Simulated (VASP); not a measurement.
# BN (Qingsongite) (F-43m) in VASP: settings compared, part 2 of 2

VASP 6.6.1. Earlier steps stand in the parts before.

## Step 4: Relaxation of cell and atoms, LDA

This run uses another cell than the first one, of 5.95 Å³/atom, 1.008 times its volume.

The input, INCAR:

```
SYSTEM = BN
PREC = Accurate
ENCUT = 600
EDIFF = 1E-6
ISMEAR = -1
SIGMA = 0.02
LREAL = .FALSE.
LASPH = .TRUE.
NELM = 80
ALGO = Normal
ISIF = 3
LWAVE = .FALSE.
LCHARG = .FALSE.
GGA = CA
IBRION = 2
NSW = 80
EDIFFG = -0.005
```

The input, KPOINTS:

```
Automatic mesh
0
G
  10 10 10
  0 0 0
```

The input, POSCAR:

```
BN
1.0
    0.0000000000      1.8123497995      1.8123497995
    1.8123497995      0.0000000000      1.8123497995
    1.8123497995      1.8123497995      0.0000000000
B N
1 1
Direct
    0.0000000000      0.0000000000      0.0000000000
    0.2500000000      0.2500000000      0.2500000000
```

Potentials or basis: VASP PAW LDA potentials, release 64 (B, N).

On the command line:

```bash
$ cat potpaw_LDA.64/B/POTCAR potpaw_LDA.64/N/POTCAR > POTCAR
$ mpirun -np 1 vasp_std > vasp.out
```

OUTCAR:

```text
SYSTEM = BN
   PREC = Accurate
   ENCUT = 600
   EDIFF = 1E-6
   ISMEAR = -1
   LREAL = .FALSE.
   LASPH = .TRUE.
   NELM = 80
   ISIF = 3
   GGA = CA
   IBRION = 2
   NSW = 80
   EDIFFG = -0.005

 ion  position               nearest neighbor table
   1  0.000  0.000  0.000-   2 1.57   2 1.57   2 1.57   2 1.57
   2  0.250  0.250  0.250-   1 1.57   1 1.57   1 1.57   1 1.57

  LATTYP: Found a face centered cubic cell.
 ALAT       =     3.6246995990

  Lattice vectors:

 A1 = (   0.0000000000,   1.8123497995,   1.8123497995)
 A2 = (   1.8123497995,   0.0000000000,   1.8123497995)
 A3 = (   1.8123497995,   1.8123497995,   0.0000000000)

Analysis of symmetry for initial positions (statically):
=====================================================================
 Subroutine PRICEL returns:
 Original cell was already a primitive cell.

 Routine SETGRP: Setting up the symmetry group for a
 face centered cubic supercell.

 Subroutine GETGRP returns: Found 24 space group operations
 (whereof 24 operations were pure point group operations)
 out of a pool of 48 trial point group operations.

[... 168 lines left out ...]
  --------------------------------------------------------------------------------------
  -------------------------------------------------------------------------------------
  Total       -0.9793089     -0.9793089     -0.9793089     -0.0000000      0.0000000     -0.0000000
  in kB     -131.7874981   -131.7874981   -131.7874981     -0.0000000      0.0000000     -0.0000000
  external PRESSURE =    -131.7874981 kB  Pullay stress =       0.0000000 kB
[... 59 lines left out ...]
--------------------------------------- Ionic step        3  -------------------------------------------

 number of electron       7.9999999 magnetization

 Free energy of the ion-electron system (eV)
  ---------------------------------------------------
  ext. energy  EPLUGINS =         0.00000000
  ---------------------------------------------------
  free energy    TOTEN  =       -19.41755315 eV

  energy without entropy =      -19.41755315  energy(sigma->0) =      -19.41755315

 E-fermi :   8.1492     XC(G=0): -13.2342

 val. band max:        7.7273687981   @ k =   0.0000   0.0000   0.0000
 cond. band min:      12.1027679082   @ k =   0.5000   0.5000   0.0000
 fundamental gap:      4.3753991100
 Fermi energy:         8.1491574189

 k-point     1 :       0.0000    0.0000    0.0000
  band No.  band energies     occupation
      1     -12.6486      2.00000
      2       7.7274      2.00000
      3       7.7274      2.00000
      4       7.7274      2.00000
      5      16.5373      0.00000
      6      16.5373      0.00000
      7      16.5373      0.00000
      8      18.6071      0.00000
[... 243 lines left out ...]
 k-point    24 :       0.4000    0.3000    0.0000
  band No.  band energies     occupation
      1      -8.7503      2.00000
      2       0.9078      2.00000
      3       3.0831      2.00000
      4       3.5215      2.00000
      5      13.7943      0.00000
      6      18.4379      0.00000
      7      23.4015      0.00000
      8      23.4460      0.00000

 [... further k-points ...]
[... 5 lines left out ...]
  --------------------------------------------------------------------------------------
  -------------------------------------------------------------------------------------
  Total       -0.0068489     -0.0068489     -0.0068489      0.0000000      0.0000000     -0.0000000
  in kB       -0.9543737     -0.9543737     -0.9543737      0.0000000      0.0000000     -0.0000000
  external PRESSURE =      -0.9543737 kB  Pullay stress =       0.0000000 kB
[... 17 lines left out ...]
  FREE ENERGIE OF THE ION-ELECTRON SYSTEM (eV)
  ---------------------------------------------------
  free  energy   TOTEN  =       -19.4175531508 eV

  energy  without entropy=      -19.4175531508  energy(sigma->0) =      -19.41755315

 reached required accuracy - stopping structural energy minimisation
```

OSZICAR:

```text
N       E                     dE             d eps       ncg     rms          rms(c)
DAV:   1     0.891138517635E+01    0.89114E+01   -0.56309E+03   776   0.110E+03
DAV:   2    -0.203621335872E+02   -0.29274E+02   -0.28044E+02  1056   0.165E+02
DAV:   3    -0.205155772644E+02   -0.15344E+00   -0.15344E+00   848   0.152E+01
DAV:   4    -0.205157004085E+02   -0.12314E-03   -0.12314E-03  1056   0.435E-01
[... 19 lines left out ...]
DAV:   2    -0.194190873673E+02    0.21488E-01   -0.10083E-01   768   0.242E+00    0.279E-01
DAV:   3    -0.194179562054E+02    0.11312E-02   -0.21897E-03   904   0.504E-01    0.115E-01
DAV:   4    -0.194175597151E+02    0.39649E-03   -0.49121E-04   864   0.189E-01    0.339E-02
DAV:   5    -0.194175538962E+02    0.58189E-05   -0.13220E-05   792   0.301E-02    0.203E-02
DAV:   6    -0.194175531508E+02    0.74548E-06   -0.77094E-07   480   0.980E-03
   3 F= -.19417553E+02 E0= -.19417553E+02  d E =-.173988E-01
```

CONTCAR:

```text
BN
   1.00000000000000
    -0.0000000000000000    1.7914044654818506    1.7914044654818506
     1.7914044654818506    0.0000000000000000    1.7914044654818506
     1.7914044654818506    1.7914044654818506    0.0000000000000000
  B               N
     1     1
Direct
     0.0000000000000000    0.0000000000000000    0.0000000000000000
     0.2500000000000000    0.2500000000000000    0.2500000000000000

  0.00000000E+00  0.00000000E+00  0.00000000E+00
  0.00000000E+00  0.00000000E+00  0.00000000E+00
```

Wall time 9.1 s (1 thread of AMD EPYC 7R13 (Zen 3), shared host); peak memory 0.08 GiB.

What came out:

* Free energy: -19.4176 eV
* Relaxed volume: 5.75 Å³/atom
* Relaxed cell: a = 2.533 Å, b = 2.533 Å, c = 2.533 Å, α = 60.00°, β = 60.00°, γ = 60.00°
* Space group after relaxing (to 0.05 Å): F-43m (No. 216)
* Energy gained by relaxing: 8.7 meV/atom
* Ionic steps: 3
* Pressure after relaxing: -0.1 GPa
* Band gap on the k mesh: 4.38 eV, indirect (least direct gap 8.81 eV)

Step by step:
```csv
step,energy change (eV),largest force (eV/Å),pressure (GPa),volume (Å³)
1,0.0000,0.0000,-13.18,11.91
2,0.0023,0.0000,15.74,11.08
3,-0.0174,0.0000,-0.10,11.50
```

Final structure:
```cif
data_structure
_symmetry_space_group_name_H-M 'P 1'
_symmetry_Int_Tables_number 1
_cell_length_a 2.5334
_cell_length_b 2.5334
_cell_length_c 2.5334
_cell_angle_alpha 60.000
_cell_angle_beta 60.000
_cell_angle_gamma 60.000
_cell_volume 11.50
loop_
_atom_site_label
_atom_site_type_symbol
_atom_site_fract_x
_atom_site_fract_y
_atom_site_fract_z
_atom_site_occupancy
B1 B 0.00000 0.00000 0.00000 1
N1 N 0.25000 0.25000 0.25000 1
```

Levels at points of the mesh, in eV from the valence-band top:
```tsv
k point	band 1	band 2	band 3	band 4	band 5	band 6	band 7	band 8
(0.00, 0.00, 0.00)	-20.38	0.00	0.00	0.00	8.81	8.81	8.81	10.88
(0.50, 0.00, 0.00)	-15.96	-10.96	-2.00	-2.00	10.56	10.71	10.71	15.29
(0.50, 0.50, 0.00)	-14.55	-9.06	-5.06	-5.06	4.38	9.30	18.11	18.11
```

## Step 5: Overview

```tsv
level	potentials or basis	cell	gap on the mesh (eV)	pressure (GPa)	relaxed volume (Å³/atom)
PBE	VASP PAW PBE potentials, release 64 (B, N)	relaxed from a = 2.556 Å, angles 60.0°, 2 atoms	4.45	0.0	5.95
PBEsol	VASP PAW PBE potentials, release 64 (B, N)	relaxed from a = 2.563 Å, angles 60.0°, 2 atoms	4.28	0.0	5.86
LDA	VASP PAW LDA potentials, release 64 (B, N)	relaxed from a = 2.563 Å, angles 60.0°, 2 atoms	4.38	-0.1	5.75
```

Alike in all rows: task relaxation of cell and atoms; no spin polarisation; k mesh 10 × 10 × 10; cutoff (eV) 600; smearing fermi-dirac 0.02 eV.

Caveats: the PAW data sets were made with another functional, which shifts forces and pressure a little (some runs).

Absolute energies hang on the potentials; compare differences alone.
